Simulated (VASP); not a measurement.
# Sc8H in VASP: single point with LDA

Aim: the single point of Sc8H with LDA.

All numbers are computed with VASP 6.6.1; they aren't measurements. Logs are shortened: lines on timing, memory, paths and dates and some standing lists are left out, and cuts for length are marked.

**1. The cell of the first run**

The cell holds a slab with vacuum, 9 atoms: a = 6.459 Å, b = 4.985 Å, c = 19.026 Å, α = 90.00°, β = 90.00°, γ = 90.00°.

**2. Single point, LDA**

Contents of INCAR:

```
  ALGO = Normal
  DIPOL = 0.5 0.5 0.318
  EDIFF = 1E-6
  ENCUT = 520
  GGA = CA
  IDIPOL = 3
  ISIF = 2
  ISMEAR = 0
  LASPH = T
  LCHARG = T
  LDIPOL = T
  LELF = T
  LREAL = F
  LVACPOTAV = T
  LVHAR = T
  LWAVE = F
  NBANDS = 54
  NELM = 100
  PREC = Accurate
  SIGMA = 0.1
```

Contents of KPOINTS:

```
k-points
0
Gamma
  4 6 1
```

Contents of POSCAR:

```
Sc8H
1.0
    6.4591689165      0.0000000000      0.0000000000
    0.0000000000      4.9849552023      0.0000000000
    0.0000000000      0.0000000000     19.0264987477
Sc H
8 1
Direct
    0.0000000000      0.7500000000      0.2102331098
    0.5000000000      0.7500000000      0.2102331098
    0.2500000000      0.2500000000      0.2592332301
    0.7500000000      0.2500000000      0.2592332301
    0.2500000000      0.7500000000      0.3431453096
    0.7500000000      0.7500000000      0.3431453096
    0.0000000000      0.2500000000      0.3955798094
    0.5000000000      0.2500000000      0.3955798094
    0.2500000000      0.7500000000      0.4474373095
```

Potentials or basis: VASP PAW LDA potentials, release 64 (Sc_sv, H).

Command:

```console
$ cat potpaw_LDA.64/Sc_sv/POTCAR potpaw_LDA.64/H/POTCAR > POTCAR
$ mpirun -np 1 vasp_std > vasp.out
```

OUTCAR:

```text
EDIFF = 1E-6
   ENCUT = 520
   GGA = CA
   ISIF = 2
   ISMEAR = 0
   LASPH = T
   LREAL = F
   NELM = 100
   PREC = Accurate

 ion  position               nearest neighbor table
   1  0.000  0.750  0.210-   5 3.00   6 3.00   3 3.11   4 3.11   3 3.11   4 3.11   2 3.23   2 3.23

   2  0.500  0.750  0.210-   5 3.00   6 3.00   3 3.11   4 3.11   3 3.11   4 3.11   1 3.23   1 3.23

   3  0.250  0.250  0.259-   5 2.96   5 2.96   8 3.06   7 3.06   1 3.11   1 3.11   2 3.11   2 3.11
                             4 3.23   4 3.23
   4  0.750  0.250  0.259-   6 2.96   6 2.96   8 3.06   7 3.06   1 3.11   1 3.11   2 3.11   2 3.11
                             3 3.23   3 3.23
   5  0.250  0.750  0.343-   9 1.98   3 2.96   3 2.96   2 3.00   1 3.00   7 3.13   8 3.13   7 3.13
                             8 3.13   6 3.23   6 3.23
   6  0.750  0.750  0.343-   4 2.96   4 2.96   1 3.00   2 3.00   8 3.13   7 3.13   7 3.13   8 3.13
                             5 3.23   5 3.23
   7  0.000  0.250  0.396-   3 3.06   4 3.06   5 3.13   6 3.13   5 3.13   6 3.13   8 3.23   8 3.23

   8  0.500  0.250  0.396-   3 3.06   4 3.06   5 3.13   6 3.13   5 3.13   6 3.13   7 3.23   7 3.23

   9  0.250  0.750  0.447-   5 1.98

  LATTYP: Found a simple orthorhombic cell.
 ALAT       =     4.9849552023
 B/A-ratio  =     1.2957325902
 C/A-ratio  =     3.8167842991

  Lattice vectors:

 A1 = (   0.0000000000,  -4.9849552023,   0.0000000000)
 A2 = (   6.4591689165,   0.0000000000,   0.0000000000)
 A3 = (   0.0000000000,   0.0000000000,  19.0264987477)

Analysis of symmetry for initial positions (statically):
=====================================================================
 Subroutine PRICEL returns:
 Original cell was already a primitive cell.

 Routine SETGRP: Setting up the symmetry group for a
 simple orthorhombic supercell.

 Subroutine GETGRP returns: Found  4 space group operations
 (whereof  1 operations were pure point group operations)
 out of a pool of  8 trial point group operations.

The static configuration has the point symmetry C_1 .
 The point group associated with its full space group is C_2v.

Analysis of symmetry for dynamics (positions and initial velocities):
=====================================================================
 Subroutine PRICEL returns:
 Original cell was already a primitive cell.

 Routine SETGRP: Setting up the symmetry group for a
 simple orthorhombic supercell.

 Subroutine GETGRP returns: Found  4 space group operations
 (whereof  1 operations were pure point group operations)
 out of a pool of  8 trial point group operations.

The dynamic configuration has the point symmetry C_1 .
 The point group associated with its full space group is C_2v.

 Subroutine INISYM returns: Found  4 space group operations
 (whereof  1 operations are pure point group operations),
 and found     1 'primitive' translations

----------------------------------------------------------------------------------------

                                     Primitive cell

  volume of cell :     612.6279

  direct lattice vectors                    reciprocal lattice vectors
     6.459168917  0.000000000  0.000000000     0.154818679  0.000000000  0.000000000
     0.000000000  4.984955202  0.000000000     0.000000000  0.200603608  0.000000000
     0.000000000  0.000000000 19.026498748     0.000000000  0.000000000  0.052558277

  length of vectors
     6.459168917  4.984955202 19.026498748     0.154818679  0.200603608  0.052558277

  position of ions in fractional coordinates (direct lattice)
     0.000000000  0.750000000  0.210233110
     0.500000000  0.750000000  0.210233110
     0.250000000  0.250000000  0.259233230
     0.750000000  0.250000000  0.259233230
     0.250000000  0.750000000  0.343145310
     0.750000000  0.750000000  0.343145310
     0.000000000  0.250000000  0.395579809
     0.500000000  0.250000000  0.395579809
     0.250000000  0.750000000  0.447437310

  ion indices of the primitive-cell ions
   primitive index   ion index
                 1           1
                 2           2
                 3           3
                 4           4
                 5           5
                 6           6
                 7           7
                 8           8
                 9           9

----------------------------------------------------------------------------------------

 KPOINTS: k-points

Automatic generation of k-mesh.
 Grid dimensions read from file:
 generate k-points for:    4    6    1

 Generating k-lattice:

  Cartesian coordinates                     Fractional coordinates (reciprocal lattice)
     0.038704670  0.000000000  0.000000000     0.250000000  0.000000000  0.000000000
     0.000000000  0.033433935  0.000000000     0.000000000  0.166666667  0.000000000
     0.000000000  0.000000000  0.052558277     0.000000000  0.000000000  1.000000000

  Length of vectors
     0.038704670  0.033433935  0.052558277

  Shift w.r.t. Gamma in fractional coordinates (k-lattice)
     0.000000000  0.000000000  0.000000000

 Subroutine IBZKPT returns following result:
 ===========================================

 Found     12 irreducible k-points:

 Following reciprocal coordinates:
            Coordinates               Weight
  0.000000  0.000000  0.000000      1.000000
  0.250000  0.000000  0.000000      2.000000
  0.500000  0.000000  0.000000      1.000000
  0.000000  0.166667  0.000000      2.000000
  0.250000  0.166667  0.000000      4.000000
  0.500000  0.166667  0.000000      2.000000
  0.000000  0.333333  0.000000      2.000000
  0.250000  0.333333  0.000000      4.000000
  0.500000  0.333333  0.000000      2.000000
  0.000000  0.500000  0.000000      1.000000
  0.250000  0.500000  0.000000      2.000000
  0.500000  0.500000  0.000000      1.000000
   k-points           NKPTS =     12   k-points in BZ     NKDIM =     12   number of bands    NBANDS=     54
   number of dos      NEDOS =    301   number of ions     NIONS =      9
   total plane-waves  NPLWV = 276480
   dimension x,y,z NGX =    48 NGY =   40 NGZ =  144
   dimension x,y,z NGXF=    96 NGYF=   80 NGZF=  288
   ions per type =               8   1
   NGX,Y,Z   is equivalent  to a cutoff of  12.35, 13.34, 12.58 a.u.
   NGXF,Y,Z  is equivalent  to a cutoff of  24.71, 26.68, 25.16 a.u.
 SYSTEM =  unknown system
   PREC   = accura    normal or accurate (medium, high low for compatibility)
   ISTART =      0    job   : 0-new  1-cont  2-samecut
   ICHARG =      2    charge: 1-file 2-atom 10-const
   ISPIN  =      1    spin polarized calculation?
   LNONCOLLINEAR =      F non collinear calculations
   LSORBIT =      F    spin-orbit coupling
   LASPH  =      T    aspherical Exc in radial PAW
   ENCUT  =  520.0 eV  38.22 Ry    6.18 a.u.  12.01  9.27 35.38*2*pi/ulx,y,z
   NELM   =    100;   NELMIN=  2; NELMDL= -5     # of ELM steps
   EDIFF  = 0.1E-05   stopping-criterion for ELM
   LREAL  =      F    real-space projection
   EDIFFG = 0.1E-04   stopping-criterion for IOM
   NSW    =      0    number of steps for IOM
   IBRION =     -1    ionic relax: 0-MD 1-quasi-New 2-CG
   NFREE  =      0    steps in history (QN), initial steepest desc. (CG)
   ISIF   =      2    stress and relaxation
   ISYM   =      2    0-nonsym 1-usesym 2-fastsym
   POTIM  = 0.5000    time-step for ionic-motion
   TEBEG  =    0.0;   TEEND  =   0.0 temperature during run
   PSTRESS=    0.0 pullay stress
   NELECT =      89.0000    total number of electrons
   NUPDOWN=      -1.0000    fix difference up-down
   EMIN   =  10.00;   EMAX   =-10.00  energy-range for DOS
   EFERMI =   0.00;   METHOD = LEGACY
   ISMEAR =     0;   SIGMA  =   0.10  broadening in eV -4-tet -1-fermi 0-gaus
   EFERMI_NEDOS =   21; number of points for ismear=-14 and -15
   IALGO  =     38    algorithm
   IMIX   =      4    mixing-type and parameters
     AMIX     =   0.40;   BMIX     =  1.00
     AMIX_MAG =   1.60;   BMIX_MAG =  1.00
  volume/ion in A,a.u.               =      68.07       459.36
  Fermi-wavevector in a.u.,A,eV,Ry     =   0.860609  1.626315 10.077127  0.740648
  Thomas-Fermi vector in A             =   1.978139
   LORBIT       =      0    0 simple, 1 ext, 2 COOP (PROOUT), +10 PAW based schemes
   GGA     = CA    functional components
   LHFCALC =     F    Hartree Fock is set to
   AEXX    =    0.0000 exact exchange contribution
   IVDW    =     0    specifies the selected vdW correction
   LEPSILON=     F    determine dielectric tensor
   LRPA    =     F    only Hartree local field effects (RPA)
 non-spin polarized calculation
 Gauss-broadening in eV      SIGMA  =   0.10
  energy-cutoff  :      520.00
  volume of cell :      612.63
 maximum number of plane-waves:     16576
   NGX = 25   NGY = 19   NGZ = 71

 dipolmoment           0.000000      0.000000      0.022100 electrons x Angstroem

 number of electron      89.0000015 magnetization

 dipolmoment           0.000000      0.000000     -0.014967 electrons x Angstroem

 Free energy of the ion-electron system (eV)
  ---------------------------------------------------
  ext. energy  EPLUGINS =         0.00000000
  ---------------------------------------------------
  free energy    TOTEN  =       -52.10947855 eV

  energy without entropy =      -52.05682566  energy(sigma->0) =      -52.08315211

 E-fermi :  -1.1762     XC(G=0):  -4.1531

 val. band max:       -1.1840714904   @ k =   0.0000   0.3333   0.0000
 cond. band min:      -1.1503518322   @ k =   0.5000   0.1667   0.0000
 fundamental gap:      0.0337196582
 Fermi energy:        -1.1762215488

 k-point     1 :       0.0000    0.0000    0.0000
  band No.  band energies     occupation
      1     -50.3713      2.00000
      2     -50.3450      2.00000
      3     -50.1924      2.00000
      4     -50.1636      2.00000
      5     -49.7652      2.00000
      6     -49.6924      2.00000
[... 46 lines left out ...]
     53       0.0692      0.00000
     54       0.0869      0.00000

 k-point     2 :       0.2500    0.0000    0.0000
  band No.  band energies     occupation
      1     -50.3675      2.00000
      2     -50.3488      2.00000
      3     -50.1882      2.00000
      4     -50.1678      2.00000
      5     -49.7650      2.00000
      6     -49.6901      2.00000
[... 46 lines left out ...]
     53      -0.0129      0.00000
     54       0.0094      0.00000

 k-point     3 :       0.5000    0.0000    0.0000
  band No.  band energies     occupation
      1     -50.3583      2.00000
      2     -50.3580      2.00000
      3     -50.1783      2.00000
      4     -50.1778      2.00000
      5     -49.7647      2.00000
      6     -49.6865      2.00000
[... 46 lines left out ...]
     53      -0.1405      0.00000
     54       0.0151      0.00000
[... 400 lines left out ...]
 k-point    11 :       0.2500    0.5000    0.0000
  band No.  band energies     occupation
      1     -50.3660      2.00000
      2     -50.3485      2.00000
      3     -50.1857      2.00000
      4     -50.1673      2.00000
      5     -49.7504      2.00000
      6     -49.7063      2.00000
[... 46 lines left out ...]
     53      -0.1674      0.00000
     54      -0.1506      0.00000

 k-point    12 :       0.5000    0.5000    0.0000
  band No.  band energies     occupation
      1     -50.3573      2.00000
      2     -50.3573      2.00000
      3     -50.1767      2.00000
      4     -50.1763      2.00000
      5     -49.7502      2.00000
      6     -49.7039      2.00000
[... 46 lines left out ...]
     53      -0.2727      0.00000
     54      -0.2608      0.00000

------------------------ aborting loop because EDIFF is reached ----------------------------------------

  FORCE on cell =-STRESS in cart. coord.  units (eV):
  Direction    XX          YY          ZZ          XY          YZ          ZX
  --------------------------------------------------------------------------------------
  -------------------------------------------------------------------------------------
  Total       -1.2439663     -4.4337120      1.0338200      0.0000000      0.0000000      0.0000000
  in kB       -3.2532873    -11.5952811      2.7037013      0.0000000      0.0000000      0.0000000
  external PRESSURE =      -4.0482890 kB  Pullay stress =       0.0000000 kB

 VOLUME and BASIS-vectors are now :
 -----------------------------------------------------------------------------
  energy-cutoff  :      520.00
  volume of cell :      612.63
      direct lattice vectors                 reciprocal lattice vectors
     6.459168917  0.000000000  0.000000000     0.154818679  0.000000000  0.000000000
     0.000000000  4.984955202  0.000000000     0.000000000  0.200603608  0.000000000
     0.000000000  0.000000000 19.026498748     0.000000000  0.000000000  0.052558277

 POSITION                                       TOTAL-FORCE (eV/Angst)
 -----------------------------------------------------------------------------------
      0.00000      3.73872      4.00000        -0.083136     -0.000000     -0.313334
      3.22958      3.73872      4.00000         0.083136      0.000000     -0.313334
      1.61479      1.24624      4.93230         0.000000      0.000000      0.215772
      4.84438      1.24624      4.93230         0.000000      0.000000      0.287693
      1.61479      3.73872      6.52885         0.000000      0.000000     -0.027789
      4.84438      3.73872      6.52885         0.000000      0.000000     -0.179714
      0.00000      1.24624      7.52650         0.284158      0.000000      0.162508
      3.22958      1.24624      7.52650        -0.284158      0.000000      0.162508
      1.61479      3.73872      8.51317         0.000000      0.000000      0.005690
 -----------------------------------------------------------------------------------
    total drift:                                0.000000      0.000000      0.001516

  FREE ENERGIE OF THE ION-ELECTRON SYSTEM (eV)
  ---------------------------------------------------
  free  energy   TOTEN  =       -52.1094785532 eV

  energy  without entropy=      -52.0568256597  energy(sigma->0) =      -52.08315211

 vacuum level on the upper side and lower side of the slab         2.361         2.444
```

Run time: 8.4 min. Hardware: 1 thread of Intel Xeon 6975P-C (Granite Rapids), shared host; peak memory 0.63 GiB.

Results:

```
Free energy            : -52.1095 eV
Largest force          : 0.327 eV/Å
Band gap on the k mesh : zero (an odd number of electrons rules out a gap without spin polarisation)
```

Forces on the atoms (eV/Å):
```
Sc  -0.083  0.000 -0.313
Sc   0.083  0.000 -0.313
Sc   0.000  0.000  0.216
Sc   0.000  0.000  0.288
Sc   0.000  0.000 -0.028
Sc   0.000  0.000 -0.180
Sc   0.284  0.000  0.163
Sc  -0.284  0.000  0.163
H    0.000  0.000  0.006
```

Levels at points of the mesh, in eV from the Fermi level:
```
           k point  band 42  band 43  band 44  band 45  band 46  band 47
(0.00, 0.00, 0.00)    -0.64    -0.41    -0.41    -0.30     0.03     0.09
(0.50, 0.00, 0.00)    -0.55    -0.44    -0.28     0.15     0.24     0.26
(0.00, 0.50, 0.00)    -0.23    -0.10    -0.05     0.42     0.49     0.49
(0.50, 0.50, 0.00)    -0.35    -0.28    -0.27     0.27     0.47     0.53
```

The gap in the log of VASP goes by the Fermi energy; the results here count the filled bands.